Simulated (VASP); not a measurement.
Si5Sn, 6 atoms in the cell. Symmetry: P6/mmm, No. 191, hexagonal system. The conventional cell has a = 5.543 Å, b = 5.543 Å, c = 7.512 Å, α = 90.00°, β = 90.00°, γ = 120.00°. Si (site symmetry mmm) has 2 Sn at 2.77 Å and 8 Si at 2.77 to 3.85 Å within 3.9 Å. Si (site symmetry 6mm) has 1 Si at 2.18 Å and 1 Sn at 2.67 Å within 2.9 Å. Sn (site symmetry 6/mmm) has 8 Si at 2.67 to 2.77 Å within 3.5 Å. The cell was built from a structure type or drawn by symmetry, and may not be a known phase.

```yaml
Program: VASP 6.6.1
Task: relaxation of cell and atoms
Functional: PBE
Potentials_or_basis: VASP PAW PBE potentials, release 64 (Si, Sn_d)
Cutoff: 600 eV
k_mesh: 12 × 12 × 6
Occupations: gaussian, width 0.1 eV
Spin: no spin polarisation
Dipole_correction: no
Further_INCAR_settings: ALGO = Normal; EDIFF = 1e-06; IBRION = 2; EDIFFG = -0.01; NSW = 100; ISIF = 3
```

Potentials or basis: VASP PAW PBE potentials, release 64 (Si, Sn_d).

Run with:

```bash
$ cat potpaw_PBE.64/Si/POTCAR potpaw_PBE.64/Sn_d/POTCAR > POTCAR
$ mpirun -np 1 vasp_std > vasp.out
```

Hardware: 1 thread of Intel(R) Xeon(R) Platinum 8488C (Sapphire Rapids) (shared host).

Task: Estimate the wall time of this run.

Result: Run time: 12 min on 1 thread of Intel(R) Xeon(R) Platinum 8488C (Sapphire Rapids), on a shared host, peak memory 0.63 GiB. Counts: scf iterations 31, k points 76, ion steps 4.
